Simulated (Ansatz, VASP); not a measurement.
## Sn in VASP and in Ansatz

```xyz
1
Lattice="-1.6641 1.9018 1.9018 1.9018 -1.6641 1.9018 1.9018 1.9018 -1.6641" Properties=species:S:1:pos:R:3 pbc="T T T"
Sn    0.0000    0.0000    0.0000
```

Alike in both runs: task single point; functional PBEsol; k mesh 20 × 20 × 20; occupations gaussian, width 0.15 eV; no spin polarisation.

|  | VASP | Ansatz |
| --- | --- | --- |
| version | VASP 6.6.1 | Ansatz 0.2.0 |
| potentials or method | VASP PAW PBE potentials, release 64 (Sn_d), cutoff 520 eV | scalar-relativistic, plane waves, PAW |
| valence electrons in the cell | 14 | 14 |

```tsv
	VASP	Ansatz	Ansatz less VASP
gap on the k mesh at the Fermi level (eV)	none	none	-
pressure (GPa)	-0.9	-0.9	0.00
traceless stress, the component that is largest in VASP (GPa)	-0.85	-0.85	+0.002
```

VASP's potentials were made for PBE, not for PBEsol. A gap of «none» marks a metal or a gap that the smearing closes.
